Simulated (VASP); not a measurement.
# K4Cl3: single point with PBE

Crystal: K4Cl3.

```xyz
7
Lattice="9.1685 0.0000 0.0000 -4.5843 7.9402 0.0000 0.0000 0.0000 4.0995" Properties=species:S:1:pos:R:3 pbc="T T T"
K    -2.1098    6.5116    2.0497
K     0.0000    2.8572    2.0497
K     2.1098    6.5116    2.0497
K     4.5843    2.6467    0.0000
Cl    6.6343    1.4632    2.0497
Cl    4.5843    5.0139    2.0497
Cl    2.5343    1.4632    2.0497
```

```yaml
Program: VASP 6.6.1
Task: single point
Functional: PBE
Potentials_or_basis: VASP PAW PBE potentials, release 64 (K_sv, Cl)
Cutoff: 520 eV
k_mesh: 6 × 6 × 8
Occupations: gaussian, width 0.1 eV
Spin: no spin polarisation
```

* Pressure: 1.1 GPa
* Largest force: 0.010 eV/Å
* Band gap on the k mesh: zero (an odd number of electrons rules out a gap without spin polarisation)

Forces on the atoms (eV/Å):
```
K    0.008 -0.005  0.000
K    0.000  0.010  0.000
K   -0.008 -0.005  0.000
K    0.000  0.000  0.000
Cl  -0.005  0.003  0.000
Cl   0.000 -0.006  0.000
Cl   0.005  0.003  0.000
```

Levels at points of the mesh, in eV from the Fermi level:
| k point | band 27 | band 28 | band 29 | band 30 | band 31 | band 32 |
| --- | --- | --- | --- | --- | --- | --- |
| (0.00, 0.00, 0.00) | -3.33 | -3.29 | -0.77 | 1.79 | 1.79 | 2.04 |
| (0.50, 0.00, 0.00) | -3.32 | -3.30 | -0.48 | 0.97 | 1.55 | 2.38 |
| (0.00, 0.00, 0.50) | -3.61 | -3.56 | 1.13 | 1.66 | 2.62 | 2.62 |
| (0.50, 0.00, 0.50) | -3.71 | -3.58 | 1.08 | 1.89 | 2.58 | 3.01 |

Wall time 5.8 min on 1 thread of Intel(R) Xeon(R) Platinum 8259CL CPU @ 2.50GHz (Skylake/Cascade Lake), on a shared host, peak memory 0.55 GiB.

Caveat: an odd number of electrons without spin polarisation forces a metal; a magnetic or distorted state may lie lower.
